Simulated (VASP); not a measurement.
**CuI3: density of states with PBE**

Crystal: CuI3.

```
Cu I
1.0
     5.07237    0.00000    0.00000
     0.00000    5.07237    0.00000
     0.00000    0.00000    5.07237
Cu I
1 3
Cartesian
  0.0000 0.0000 0.0000
  0.0000 2.5362 2.5362
  2.5362 0.0000 2.5362
  2.5362 2.5362 0.0000
```

```json
{
  "Program": "VASP 6.6.1",
  "Task": "density of states",
  "Functional": "PBE",
  "Potentials or basis": "VASP PAW PBE potentials, release 64 (Cu, I)",
  "Cutoff": "520 eV",
  "k mesh": "10 × 10 × 10",
  "Occupations": "gaussian, width 0.1 eV",
  "Spin": "no spin polarisation",
  "Dipole correction": "no",
  "k mesh for the DOS": "15 × 15 × 15",
  "Occupations for the DOS": "tetrahedron",
  "Further INCAR settings": "ALGO = Normal; EDIFF = 1e-07"
}
```

| Item | Value |
| --- | --- |
| Valence electrons inside the program's atomic spheres | Cu 9.64; I 4.19 |

Levels at points of the mesh, in eV from the Fermi level:
```tsv
k point	band 14	band 15	band 16	band 17	band 18	band 19
(0.00, 0.00, 0.00)	-1.20	-0.43	0.10	0.10	0.10	5.14
```

It took 11 min on 1 thread of Intel(R) Xeon(R) Platinum 8259CL CPU @ 2.50GHz (Skylake/Cascade Lake), on a shared host, peak memory 0.45 GiB.

Caveat: spin-orbit coupling is left out, which moves the levels of the heavy elements; semilocal functionals often make such compounds metallic where correlation or magnetic order opens a gap, which also shifts bond lengths.
